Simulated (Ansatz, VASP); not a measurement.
ScAl3N3: VASP beside Ansatz

```
Sc Al N
1.0
     4.60349    0.00000    0.00000
     0.00000    4.60349    0.00000
     0.00000    0.00000    4.60349
Sc Al N
1 3 3
Direct
  0.50000 0.50000 0.50000
  0.50000 0.50000 0.00000
  0.00000 0.50000 0.50000
  0.50000 0.00000 0.50000
  0.50000 0.00000 0.00000
  0.00000 0.50000 0.00000
  0.00000 0.00000 0.50000
```

Change from the starting cell: species swapped into the Ce3GaBr3 type (Pm-3m, No. 221).

Alike in both runs: task relaxation of cell and atoms; functional PBE; k mesh 4 × 4 × 4; occupations gaussian, width 0.2 eV; no spin polarisation.

```csv
,VASP,Ansatz
version,VASP 6.6.1,Ansatz 0.2.0
potentials or method,"VASP PAW PBE potentials, release 64 (Sc_sv, Al, N), cutoff 600 eV","scalar-relativistic, plane waves, PAW"
valence electrons in the cell,35,35
```

VASP gave:

```
gap on the k mesh at the Fermi level, each at its own relaxed structure (eV) : none
relaxed volume (Å³/atom)                                                     : 15.45
relaxed length of the cell vector where the two differ most in proportion (Å)              : 4.765
```

**Question.** What did Ansatz give for the same quantities?

**Answer.** gap on the k mesh at the Fermi level, each at its own relaxed structure (eV): none; relaxed volume (Å³/atom): 15.24; relaxed length of the cell vector where the two differ most in proportion (Å): 4.743.

A gap of «none» marks a metal or a gap that the smearing closes.
